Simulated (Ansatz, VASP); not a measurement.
# One calculation of Pt, two programs

```
CELL_PARAMETERS angstrom
2.78613 0.00000 0.00000
0.00000 2.78613 0.00000
0.00000 0.00000 26.82057
ATOMIC_POSITIONS crystal
Pt 0.50000 0.50000 0.28160
Pt 0.00000 0.00000 0.35330
Pt 0.50000 0.50000 0.42636
Pt 0.00000 0.00000 0.50000
Pt 0.50000 0.50000 0.57364
Pt 0.00000 0.00000 0.64670
Pt 0.50000 0.50000 0.71840
```

Alike in both runs: functional r2SCAN; k mesh 12 × 12 × 1; occupations gaussian, width 0.1 eV; no spin polarisation.

Ansatz relaxed the structure, and its values are those at the end. VASP's run is a single point on that final structure, the one shown.

```csv
,VASP,Ansatz
version,VASP 6.6.1,Ansatz 0.2.0
potentials or method,"VASP PAW PBE potentials, release 64 (Pt), cutoff 520 eV","scalar-relativistic, plane waves, PAW"
valence electrons in the cell,70,126
```

VASP gave:

```
gap on the k mesh at the Fermi level (eV) : none
rms of the force components (eV/Å)        : 0.011
```

Estimate Ansatz's values.

gap on the k mesh at the Fermi level (eV): none; rms of the force components (eV/Å): 0.001.

VASP's potentials were made for PBE, not for r2SCAN. A gap of «none» marks a metal or a gap that the smearing closes. The functional is the same, so the differences come from potentials, cutoffs and numerics. VASP's potentials hold 70 valence electrons a cell and Ansatz's 126, so a difference there can come from the potentials and not from the codes.

Neither program's run includes spin-orbit coupling.
